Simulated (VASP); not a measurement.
# Zn: relaxation of cell and atoms with PBE

Zn:

```xyz
1
Lattice="2.5600 0.0000 0.0000 0.0000 2.5600 0.0000 0.0000 0.0000 2.5600" Properties=species:S:1:pos:R:3 pbc="T T T"
Zn    0.0000    0.0000    0.0000
```

* Program: VASP 6.6.1
* Task: relaxation of cell and atoms
* Functional: PBE
* Potentials or basis: VASP PAW PBE potentials, release 64 (Zn)
* Cutoff: 600 eV
* k mesh: 8 × 8 × 8
* Occupations: methfessel-paxton, width 0.1 eV
* Spin: no spin polarisation
* Dipole correction: no
* Further INCAR settings: ALGO = Normal; EDIFF = 1e-06; IBRION = 2; EDIFFG = -0.02; NSW = 80; ISIF = 3

```yaml
Relaxed_volume: 18.39 Å³/atom
Relaxed_cell: a = 2.639 Å, b = 2.639 Å, c = 2.639 Å, α = 90.00°, β = 90.00°, γ = 90.00°
Space_group_after_relaxing_to_0.05_Å: Pm-3m (No. 221)
Energy_gained_by_relaxing: 25.7 meV/atom
Ionic_steps: 3
Pressure_after_relaxing: 0.0 GPa
Band_gap_on_the_k_mesh: zero (band 6 reaches 7.18 eV, above the bottom of band 7 at -0.99 eV)
```

Step by step:
```tsv
step	energy change (eV)	largest force (eV/Å)	pressure (GPa)	volume (Å³)
1	0.0000	0.0000	5.58	16.78
2	-0.0255	0.0000	0.40	18.24
3	-0.0257	0.0000	0.00	18.39
```

Final structure:
```yaml
crystal:
  lattice:
    - [2.63946, 0.00000, 0.00000]
    - [0.00000, 2.63946, 0.00000]
    - [0.00000, 0.00000, 2.63946]
  atoms:
    - { symbol: Zn, position: [0.00000, 0.00000, 0.00000] }
```

Levels at points of the mesh, in eV from the Fermi level:
| k point | band 2 | band 3 | band 4 | band 5 | band 6 | band 7 | band 8 | band 9 | band 10 |
| --- | --- | --- | --- | --- | --- | --- | --- | --- | --- |
| (0.00, 0.00, 0.00) | -8.17 | -8.17 | -7.05 | -7.05 | -7.05 | 11.80 | 11.80 | 11.80 | 14.71 |
| (0.50, 0.00, 0.00) | -7.96 | -7.37 | -7.37 | -7.02 | -3.23 | -3.03 | 16.20 | 16.20 | 18.78 |
| (0.50, 0.50, 0.00) | -7.87 | -7.32 | -7.32 | -6.78 | 1.08 | 1.08 | 2.10 | 5.81 | 20.99 |
| (0.50, 0.50, 0.50) | -7.91 | -7.91 | -6.77 | -6.77 | 5.14 | 5.14 | 5.14 | 8.97 | 10.26 |

Run time: 17 s on 1 thread of AMD EPYC 7R43 64-Core Processor (Zen 3), with other jobs on the host, peak memory 0.09 GiB.
